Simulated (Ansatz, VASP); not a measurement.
**Two plane-wave programs on GaN**

```
Ga N
1.0
    -0.00870    2.23536    2.26096
     2.23536   -0.00870    2.26096
     2.22666    2.22666    0.00000
Ga N
1 1
Direct
  0.99940 0.99940 0.00060
  0.25060 0.25060 0.24940
```

Change from the starting cell: strained cell.

Alike in both runs: functional PBEsol; k mesh 10 × 10 × 10; occupations gaussian, width 0.02 eV; no spin polarisation.

Ansatz relaxed the structure, and its values are those at the end. VASP's run is a single point on that final structure, the one shown.

```csv
,VASP,Ansatz
version,VASP 6.6.1,Ansatz 0.2.0
potentials or method,"VASP PAW PBE potentials, release 64 (Ga_d, N), cutoff 600 eV","scalar-relativistic, plane waves, PAW"
valence electrons in the cell,18,18
```

Ansatz gave:

| Item | Value |
| --- | --- |
| gap on the k mesh at the Fermi level (eV) | 1.70 |
| least direct gap on the mesh (eV) | 1.70 |
| pressure (GPa) | 1.3 |

**Question.** What did VASP give for the same quantities?

**Answer.** gap on the k mesh at the Fermi level (eV): 1.72; least direct gap on the mesh (eV): 1.72; pressure (GPa): 0.9.

VASP's potentials were made for PBE, not for PBEsol, and Ansatz warns of the same on its side. Ansatz's warnings: stress scf threshold loose.
